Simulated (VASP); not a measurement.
Set up this calculation in VASP 6.6.1, as the native input.

```yaml
Task: relaxation of cell and atoms
Functional: LDA
Potentials_or_basis: VASP PAW LDA potentials, release 64 (Cl)
Cutoff: 600 eV
k_mesh: 15 × 15 × 15
Occupations: fermi-dirac, width 0.05 eV
Spin: no spin polarisation
Dipole_correction: no
Further_INCAR_settings: ALGO = Normal; EDIFF = 1e-06; IBRION = 2; EDIFFG = -0.01; NSW = 80; ISIF = 3
```

The structure of Cl lies in POSCAR:

```
Cl
1.0
    2.7454064480      0.0000000000      0.0000000000
    0.0000000000      2.7454064480      0.0000000000
    0.0000000000      0.0000000000      2.7454064480
Cl
1
Direct
    0.0000000000      0.0000000000      0.0000000000
```

One way to write it, as run:

INCAR

```
ALGO     = Normal         # electronic algorithm
EDIFF    = 1E-6           # SCF threshold, eV
EDIFFG   = -0.01          # ionic threshold
ENCUT    = 600            # plane-wave cutoff, eV
IBRION   = 2              # ionic algorithm
ISIF     = 3              # what is computed and relaxed
ISMEAR   = -1             # smearing method
LASPH    = T              # aspherical terms in the spheres
LCHARG   = F              # write CHGCAR
LREAL    = F              # projectors in reciprocal space
LWAVE    = F              # write WAVECAR
NELM     = 60             # most SCF steps
NSW      = 80             # ionic steps
PREC     = Accurate       # precision mode
SIGMA    = 0.05           # smearing width, eV
```

KPOINTS

```
k-points
0
Gamma
  15 15 15
```

Potentials or basis: VASP PAW LDA potentials, release 64 (Cl).

Command:

```sh
$ cat potpaw_LDA.64/Cl/POTCAR > POTCAR
$ mpirun -np 1 vasp_std > vasp.out
```

It gave:

```json
{
 "Pressure after relaxing": "0.0 GPa"
}
```

Caveat: the relaxation stopped at its first step, so nothing moved; an odd number of electrons without spin polarisation forces a metal; a magnetic or distorted state may lie lower.

Wall time 3.7 s on 1 thread of Intel(R) Xeon(R) 6975P-C (Granite Rapids) (shared host), peak memory 0.13 GiB.
